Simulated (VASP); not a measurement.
# TaN (P6_3mc) in VASP: further runs, part 2 of 2

VASP 6.6.1. Earlier steps stand in the parts before.

## Step 3: Electric field gradients, PBEsol (volume scaled by 1.02)

INCAR

```
SYSTEM = TaN
PREC = Accurate
ENCUT = 520
EDIFF = 1E-8
ISMEAR = -1
SIGMA = 0.01
LREAL = .FALSE.
LASPH = .TRUE.
NELM = 80
ALGO = Normal
ISIF = 2
LWAVE = .FALSE.
LCHARG = .FALSE.
GGA = PS
LEFG = .TRUE.
NBANDS = 24
```

KPOINTS

```
regular mesh
0
G
  9 9 5
  0 0 0
```

POSCAR

```
TaN
1.0
    3.0702003619      0.0000000000      0.0000000000
   -1.5351001810      2.6588715082      0.0000000000
    0.0000000000      0.0000000000      4.9727161852
Ta N
2 2
Direct
    0.3333333333      0.6666666667      0.0000000000
    0.6666666667      0.3333333333      0.5000000000
    0.3333333333      0.6666666667      0.3850000000
    0.6666666667      0.3333333333      0.8850000000
```

Potentials or basis: VASP PAW PBE potentials, release 64 (Ta_pv, N).

Started as:

```console
cat potpaw_PBE.64/Ta_pv/POTCAR potpaw_PBE.64/N/POTCAR > POTCAR
mpirun -np 1 vasp_std > vasp.out
```

OUTCAR:

```text
SYSTEM = TaN
   PREC = Accurate
   ENCUT = 520
   EDIFF = 1E-8
   ISMEAR = -1
   LREAL = .FALSE.
   LASPH = .TRUE.
   NELM = 80
   ISIF = 2
   GGA = PS

 ion  position               nearest neighbor table
   1  0.333  0.667  0.000-   4 1.86   4 1.86   4 1.86   3 1.91   2 3.05   2 3.05   2 3.05   2 3.05
                             2 3.05   2 3.05
   2  0.667  0.333  0.500-   3 1.86   3 1.86   3 1.86   4 1.91   1 3.05   1 3.05   1 3.05   1 3.05
                             1 3.05   1 3.05
   3  0.333  0.667  0.385-   2 1.86   2 1.86   2 1.86   1 1.91
   4  0.667  0.333  0.885-   1 1.86   1 1.86   1 1.86   2 1.91

  LATTYP: Found a hexagonal cell.
 ALAT       =     3.0702003619
 C/A-ratio  =     1.6196715520

  Lattice vectors:

 A1 = (   3.0702003619,   0.0000000000,   0.0000000000)
 A2 = (  -1.5351001810,   2.6588715082,   0.0000000000)
 A3 = (   0.0000000000,   0.0000000000,   4.9727161852)

Analysis of symmetry for initial positions (statically):
=====================================================================
 Subroutine PRICEL returns:
 Original cell was already a primitive cell.

 Routine SETGRP: Setting up the symmetry group for a
 hexagonal supercell.

 Subroutine GETGRP returns: Found 12 space group operations
 (whereof  6 operations were pure point group operations)
 out of a pool of 24 trial point group operations.

The static configuration has the point symmetry C_3v.
 The point group associated with its full space group is C_6v.

Analysis of symmetry for dynamics (positions and initial velocities):
=====================================================================
 Subroutine PRICEL returns:
 Original cell was already a primitive cell.

 Routine SETGRP: Setting up the symmetry group for a
 hexagonal supercell.

 Subroutine GETGRP returns: Found 12 space group operations
 (whereof  6 operations were pure point group operations)
 out of a pool of 24 trial point group operations.

The dynamic configuration has the point symmetry C_3v.
 The point group associated with its full space group is C_6v.

 Subroutine INISYM returns: Found 12 space group operations
 (whereof  6 operations are pure point group operations),
 and found     1 'primitive' translations

----------------------------------------------------------------------------------------

                                     Primitive cell

  volume of cell :      40.5936

  direct lattice vectors                    reciprocal lattice vectors
     3.070200362  0.000000000  0.000000000     0.325711642  0.188049704  0.000000000
    -1.535100181  2.658871508  0.000000000     0.000000000  0.376099408  0.000000000
     0.000000000  0.000000000  4.972716185     0.000000000  0.000000000  0.201097341

  length of vectors
     3.070200362  3.070200362  4.972716185     0.376099408  0.376099408  0.201097341

  position of ions in fractional coordinates (direct lattice)
     0.333333333  0.666666667  0.000000000
     0.666666667  0.333333333  0.500000000
     0.333333333  0.666666667  0.385000000
     0.666666667  0.333333333  0.885000000

  ion indices of the primitive-cell ions
   primitive index   ion index
[... 86 lines left out ...]
   PSTRESS=    0.0 pullay stress
   NELECT =      32.0000    total number of electrons
   NUPDOWN=      -1.0000    fix difference up-down
   EMIN   =  10.00;   EMAX   =-10.00  energy-range for DOS
   EFERMI =   0.00;   METHOD = LEGACY
   ISMEAR =    -1;   SIGMA  =   0.01  broadening in eV -4-tet -1-fermi 0-gaus
   EFERMI_NEDOS =   21; number of points for ismear=-14 and -15
   IALGO  =     38    algorithm
   IMIX   =      4    mixing-type and parameters
     AMIX     =   0.40;   BMIX     =  1.00
     AMIX_MAG =   1.60;   BMIX_MAG =  1.00
  volume/ion in A,a.u.               =      10.15        68.48
  Fermi-wavevector in a.u.,A,eV,Ry     =   1.512303  2.857839 31.117359  2.287061
  Thomas-Fermi vector in A             =   2.622246
   LORBIT       =      0    0 simple, 1 ext, 2 COOP (PROOUT), +10 PAW based schemes
   GGA     = PS    functional components
   LHFCALC =     F    Hartree Fock is set to
   AEXX    =    0.0000 exact exchange contribution
   IVDW    =     0    specifies the selected vdW correction
   LEPSILON=     F    determine dielectric tensor
   LRPA    =     F    only Hartree local field effects (RPA)
 non-spin polarized calculation
  energy-cutoff  :      520.00
  volume of cell :       40.59
 maximum number of plane-waves:      1105
 NGX is ok and might be reduce to    24
   NGX = 11   NGY = 11   NGZ = 19

 number of electron      32.0000001 magnetization

 Free energy of the ion-electron system (eV)
  ---------------------------------------------------
  ext. energy  EPLUGINS =         0.00000000
  ---------------------------------------------------
  free energy    TOTEN  =       -41.42344672 eV

  energy without entropy =      -41.42232647  energy(sigma->0) =      -41.42288660

 E-fermi :   9.3949     XC(G=0): -13.5881

 val. band max:        9.3681763393   @ k =   0.2222  -0.0000   0.0000
 cond. band min:       9.4032097451   @ k =   0.1111   0.0000   0.4000
 fundamental gap:      0.0350334057
 Fermi energy:         9.3948689982

 k-point     1 :       0.0000    0.0000    0.0000
  band No.  band energies     occupation
      1     -26.6302      2.00000
      2     -25.5983      2.00000
      3     -25.5983      2.00000
      4     -25.4187      2.00000
      5     -25.4187      2.00000
      6     -25.3582      2.00000
[... 637 lines left out ...]
     23      16.7989      0.00000
     24      16.7989      0.00000

 [... further k-points ...]
[... 5 lines left out ...]
  --------------------------------------------------------------------------------------
  -------------------------------------------------------------------------------------
  Total       31.2384696     31.2384696     25.4019971     -0.0000000      0.0000000      0.0000000
  in kB     1232.9418384   1232.9418385   1002.5838458     -0.0000000      0.0000000      0.0000000
  external PRESSURE =    1156.1558409 kB  Pullay stress =       0.0000000 kB

 VOLUME and BASIS-vectors are now :
 -----------------------------------------------------------------------------
  energy-cutoff  :      520.00
  volume of cell :       40.59
      direct lattice vectors                 reciprocal lattice vectors
     3.070200362  0.000000000  0.000000000     0.325711642  0.188049704  0.000000000
    -1.535100181  2.658871508  0.000000000     0.000000000  0.376099408  0.000000000
     0.000000000  0.000000000  4.972716185     0.000000000  0.000000000  0.201097341

 POSITION                                       TOTAL-FORCE (eV/Angst)
 -----------------------------------------------------------------------------------
     -0.00000      1.77258      0.00000         0.000000      0.000000      2.265978
      1.53510      0.88629      2.48636        -0.000000     -0.000000      2.265978
     -0.00000      1.77258      1.91450        -0.000000      0.000000     -2.265978
      1.53510      0.88629      4.40085         0.000000      0.000000     -2.265978
 -----------------------------------------------------------------------------------
    total drift:                               -0.000000      0.000000      0.000250

  FREE ENERGIE OF THE ION-ELECTRON SYSTEM (eV)
  ---------------------------------------------------
  free  energy   TOTEN  =       -41.4234467230 eV

  energy  without entropy=      -41.4223264705  energy(sigma->0) =      -41.42288660

 Electric field gradients (V/A^2)
---------------------------------------------------------------------
 ion       V_xx      V_yy      V_zz      V_xy      V_xz      V_yz
---------------------------------------------------------------------
   1     -59.933   -59.933   119.866    -0.000    -0.000     0.000
   2     -59.933   -59.933   119.866    -0.000     0.000    -0.000
   3      -5.272    -5.272    10.544     0.000     0.000    -0.000
   4      -5.272    -5.272    10.544     0.000    -0.000     0.000
---------------------------------------------------------------------

 Electric field gradients after diagonalization (V/A^2)
 (convention: |V_zz| > |V_xx| > |V_yy|)
----------------------------------------------------------------------
 ion       V_xx      V_yy      V_zz     asymmetry (V_yy - V_xx)/ V_zz
----------------------------------------------------------------------
   1     -59.933   -59.932   119.866       0.000
   2     -59.933   -59.932   119.866       0.000
   3      -5.273    -5.272    10.544       0.000
   4      -5.273    -5.272    10.544       0.000
----------------------------------------------------------------------

           NMR quadrupolar parameters

 Cq : quadrupolar parameter    Cq=e*Q*V_zz/h
 eta: asymmetry parameters     (V_yy - V_xx)/ V_zz
 Q  : nuclear electric quadrupole moment in mb (millibarn)
----------------------------------------------------------------------
 ion       Cq(MHz)       eta       Q (mb)
----------------------------------------------------------------------
   1       0.290       0.000       1.000
   2       0.290       0.000       1.000
   3       0.025       0.000       1.000
   4       0.025       0.000       1.000
----------------------------------------------------------------------
```

OSZICAR:

```text
N       E                     dE             d eps       ncg     rms          rms(c)
DAV:   1     0.289116513544E+03    0.28912E+03   -0.17703E+04  1728   0.143E+03
DAV:   2    -0.338463829990E+02   -0.32296E+03   -0.30704E+03  2120   0.425E+02
DAV:   3    -0.479892791161E+02   -0.14143E+02   -0.14004E+02  2088   0.889E+01
DAV:   4    -0.481140729825E+02   -0.12479E+00   -0.12472E+00  1976   0.895E+00
DAV:   5    -0.481154452394E+02   -0.13723E-02   -0.13720E-02  2136   0.816E-01    0.579E+01
DAV:   6    -0.415619726110E+02    0.65535E+01   -0.22420E+01  2016   0.364E+01    0.247E+01
DAV:   7    -0.414681339848E+02    0.93839E-01   -0.87232E-01  1824   0.748E+00    0.131E+01
DAV:   8    -0.414270839683E+02    0.41050E-01   -0.51950E-02  2096   0.163E+00    0.141E+00
DAV:   9    -0.414234037648E+02    0.36802E-02   -0.99226E-03  2040   0.691E-01    0.153E-01
DAV:  10    -0.414234542078E+02   -0.50443E-04   -0.43428E-04  2072   0.178E-01    0.502E-02
DAV:  11    -0.414234476477E+02    0.65601E-05   -0.23840E-05  2112   0.370E-02    0.114E-02
DAV:  12    -0.414234470842E+02    0.56353E-06   -0.13912E-06  2000   0.110E-02    0.394E-03
DAV:  13    -0.414234467324E+02    0.35179E-06   -0.18578E-07  2120   0.333E-03    0.223E-03
DAV:  14    -0.414234467230E+02    0.93578E-08   -0.14953E-08  1192   0.114E-03
   1 F= -.41423447E+02 E0= -.41422887E+02  d E =-.112025E-02
```

stdout:

```text
POSCAR found type information on POSCAR TaN
 POSCAR found :  2 types and       4 ions
 scaLAPACK will be used
 -----------------------------------------------------------------------------
|                                                                             |
|                                                                             |
|     You enforced a specific xc type in the INCAR file but a different       |
|     I HOPE YOU KNOW WHAT YOU ARE DOING!                                     |
|                                                                             |
 -----------------------------------------------------------------------------

 LDA part: xc-table for (Slater+PW92), standard interpolation
 POSCAR, INCAR and KPOINTS ok, starting setup
 FFT: planning ... GRIDC
 FFT: planning ... GRID_SOFT
 FFT: planning ... GRID
 WAVECAR not read
 entering main loop
ion   1

ion   2

ion   3

ion   4
```

Wall time 21 s (1 thread of AMD EPYC 9R45 (Zen 5), shared host); peak memory 0.15 GiB.

What came out:

```yaml
Free_energy: -41.4234 eV
Pressure: 115.6 GPa
Largest_force: 2.266 eV/Å
Band_gap_on_the_k_mesh: zero (band 16 reaches 9.91 eV, above the bottom of band 17 at 7.75 eV)
```

Forces on the atoms (eV/Å):
```
Ta   0.000  0.000  2.266
Ta   0.000  0.000  2.266
N    0.000  0.000 -2.266
N    0.000  0.000 -2.266
```

Stress tensor (GPa, compression positive):
```
123.29   0.00   0.00
  0.00 123.29   0.00
  0.00   0.00 100.26
```

Electric field gradients, principal values (V/Å²):
| atom | least | middle | greatest (by size) |
| --- | --- | --- | --- |
| 1 Ta | -59.932 | -59.933 | 119.866 |
| 2 Ta | -59.932 | -59.933 | 119.866 |
| 3 N | -5.272 | -5.273 | 10.544 |
| 4 N | -5.272 | -5.273 | 10.544 |

Caveat: without QUAD_EFG the Cq values of the log hold for a quadrupole moment of 1 mb, not for the nuclei; the PAW data sets were made with another functional, which shifts forces and pressure a little; spin-orbit coupling is left out, which moves the levels of the heavy elements.

## Step 4: Electric field gradients, PBEsol (volume scaled by 1.02)

INCAR

```
PREC = Accurate
ENCUT = 520
EDIFF = 1E-8
ISMEAR = -1
SIGMA = 0.01
LREAL = False
LASPH = True
NELM = 80
ALGO = Normal
ISIF = 2
LWAVE = False
LCHARG = False
GGA = PS
LEFG = True
NBANDS = 24
```

KPOINTS

```
regular mesh
0
Gamma
  9 9 5
```

POSCAR is that of step 3.

Potentials or basis: VASP PAW PBE potentials, release 64 (Ta_pv, N).

Started as:

```console
cat potpaw_PBE.64/Ta_pv/POTCAR potpaw_PBE.64/N/POTCAR > POTCAR
mpirun -np 1 vasp_std > vasp.out
```

OUTCAR:

```text
PREC = Accurate
   ENCUT = 520
   EDIFF = 1E-8
   ISMEAR = -1
   LREAL = False
   LASPH = True
   NELM = 80
   ISIF = 2
   GGA = PS

 ion  position               nearest neighbor table
   1  0.333  0.667  0.000-   4 1.86   4 1.86   4 1.86   3 1.91   2 3.05   2 3.05   2 3.05   2 3.05
                             2 3.05   2 3.05
   2  0.667  0.333  0.500-   3 1.86   3 1.86   3 1.86   4 1.91   1 3.05   1 3.05   1 3.05   1 3.05
                             1 3.05   1 3.05
   3  0.333  0.667  0.385-   2 1.86   2 1.86   2 1.86   1 1.91
   4  0.667  0.333  0.885-   1 1.86   1 1.86   1 1.86   2 1.91

  LATTYP: Found a hexagonal cell.
 ALAT       =     3.0702003619
 C/A-ratio  =     1.6196715520

[... 880 lines left out ...]
---------------------------------------------------------------------
   1     -59.933   -59.933   119.866    -0.000    -0.000     0.000
   2     -59.933   -59.933   119.866    -0.000     0.000    -0.000
   3      -5.272    -5.272    10.544     0.000     0.000    -0.000
   4      -5.272    -5.272    10.544     0.000    -0.000     0.000
---------------------------------------------------------------------

 Electric field gradients after diagonalization (V/A^2)
 (convention: |V_zz| > |V_xx| > |V_yy|)
----------------------------------------------------------------------
 ion       V_xx      V_yy      V_zz     asymmetry (V_yy - V_xx)/ V_zz
----------------------------------------------------------------------
   1     -59.933   -59.932   119.866       0.000
   2     -59.933   -59.932   119.866       0.000
   3      -5.273    -5.272    10.544       0.000
   4      -5.273    -5.272    10.544       0.000
----------------------------------------------------------------------

           NMR quadrupolar parameters

 Cq : quadrupolar parameter    Cq=e*Q*V_zz/h
 eta: asymmetry parameters     (V_yy - V_xx)/ V_zz
 Q  : nuclear electric quadrupole moment in mb (millibarn)
----------------------------------------------------------------------
 ion       Cq(MHz)       eta       Q (mb)
----------------------------------------------------------------------
   1       0.290       0.000       1.000
   2       0.290       0.000       1.000
   3       0.025       0.000       1.000
   4       0.025       0.000       1.000
----------------------------------------------------------------------
```

OSZICAR:

```text
N       E                     dE             d eps       ncg     rms          rms(c)
DAV:   1     0.289116513544E+03    0.28912E+03   -0.17703E+04  1728   0.143E+03
DAV:   2    -0.338463829990E+02   -0.32296E+03   -0.30704E+03  2120   0.425E+02
DAV:   3    -0.479892791161E+02   -0.14143E+02   -0.14004E+02  2088   0.889E+01
DAV:   4    -0.481140729825E+02   -0.12479E+00   -0.12472E+00  1976   0.895E+00
DAV:   5    -0.481154452394E+02   -0.13723E-02   -0.13720E-02  2136   0.816E-01    0.579E+01
DAV:   6    -0.415619726110E+02    0.65535E+01   -0.22420E+01  2016   0.364E+01    0.247E+01
DAV:   7    -0.414681339848E+02    0.93839E-01   -0.87232E-01  1824   0.748E+00    0.131E+01
DAV:   8    -0.414270839683E+02    0.41050E-01   -0.51950E-02  2096   0.163E+00    0.141E+00
DAV:   9    -0.414234037648E+02    0.36802E-02   -0.99226E-03  2040   0.691E-01    0.153E-01
DAV:  10    -0.414234542078E+02   -0.50443E-04   -0.43428E-04  2072   0.178E-01    0.502E-02
DAV:  11    -0.414234476477E+02    0.65601E-05   -0.23840E-05  2112   0.370E-02    0.114E-02
DAV:  12    -0.414234470842E+02    0.56353E-06   -0.13912E-06  2000   0.110E-02    0.394E-03
DAV:  13    -0.414234467324E+02    0.35179E-06   -0.18578E-07  2120   0.333E-03    0.223E-03
DAV:  14    -0.414234467230E+02    0.93578E-08   -0.14953E-08  1192   0.114E-03
   1 F= -.41423447E+02 E0= -.41422887E+02  d E =-.112025E-02
```

Run time: 22 s. Hardware: 1 thread of AMD EPYC 9R45 (Zen 5), shared host; peak memory 0.15 GiB.

What came out:

* Free energy: -41.4234 eV
* Pressure: 115.6 GPa
* Largest force: 2.266 eV/Å
* Band gap on the k mesh: zero (band 16 reaches 9.91 eV, above the bottom of band 17 at 7.75 eV)

Forces in eV/Å, atoms in the order of the input:
```
Ta   0.000  0.000  2.266
Ta   0.000  0.000  2.266
N    0.000  0.000 -2.266
N    0.000  0.000 -2.266
```

Electric field gradients, principal values (V/Å²):
```tsv
atom	least	middle	greatest (by size)
1 Ta	-59.932	-59.933	119.866
2 Ta	-59.932	-59.933	119.866
3 N	-5.272	-5.273	10.544
4 N	-5.272	-5.273	10.544
```

Caveat: without QUAD_EFG the Cq values of the log hold for a quadrupole moment of 1 mb, not for the nuclei; the PAW data sets were made with another functional, which shifts forces and pressure a little; spin-orbit coupling is left out, which moves the levels of the heavy elements.
